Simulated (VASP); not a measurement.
A run of VASP 6.6.1 is set up as follows.

The input INCAR:

```
SYSTEM = Sc
PREC = Accurate
ENCUT = 520
EDIFF = 1E-6
ISMEAR = -1
SIGMA = 0.05
LREAL = .FALSE.
LASPH = .TRUE.
NELM = 100
ALGO = Normal
ISIF = 2
LWAVE = .FALSE.
LCHARG = .FALSE.
GGA = CA
NBANDS = 12
```

File KPOINTS:

```
regular mesh
0
G
  16 16 16
  0 0 0
```

The input POSCAR:

```
Sc
1.0
    0.0000000000      2.0033333772      2.0033333772
    2.0033333772      0.0000000000      2.0033333772
    2.0033333772      2.0033333772      0.0000000000
Sc
1
Direct
    0.0000000000      0.0000000000      0.0000000000
```

Potentials or basis: VASP PAW LDA potentials, release 64 (Sc_sv).

The run is started by

```bash
$ cat potpaw_LDA.64/Sc_sv/POTCAR > POTCAR
$ mpirun -np 1 vasp_std > vasp.out
```

Problem. Predict the pressure.

Solution. 32.4 GPa.
